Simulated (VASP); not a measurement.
Cu12H, 13 atoms in the cell. The cell holds a slab with vacuum, 13 atoms: a = 5.038 Å, b = 5.038 Å, c = 20.662 Å, α = 90.00°, β = 90.00°, γ = 90.00°. 

```yaml
Program: VASP 6.6.1
Task: single point
Functional: PBE
Dispersion: D3(BJ)
Potentials_or_basis: VASP PAW PBE potentials, release 64 (Cu, H)
Cutoff: 520 eV
k_mesh: 5 × 5 × 1
Occupations: gaussian, width 0.1 eV
Spin: no spin polarisation
Dipole_correction: yes
Further_INCAR_settings: ALGO = Normal; EDIFF = 1e-06; NBANDS = 78
```

Potentials or basis: VASP PAW PBE potentials, release 64 (Cu, H).

The run is started by

```console
$ cat potpaw_PBE.64/Cu/POTCAR potpaw_PBE.64/H/POTCAR > POTCAR
$ mpirun -np 1 vasp_std > vasp.out
```

Hardware: 1 thread of Intel(R) Xeon(R) 6975P-C (Granite Rapids), on a shared host.

Question: Estimate the wall time of this run.

Answer: Wall time 13 min on 1 thread of Intel(R) Xeon(R) 6975P-C (Granite Rapids), on a shared host, peak memory 0.68 GiB. Counts: scf iterations 30, k points 9.
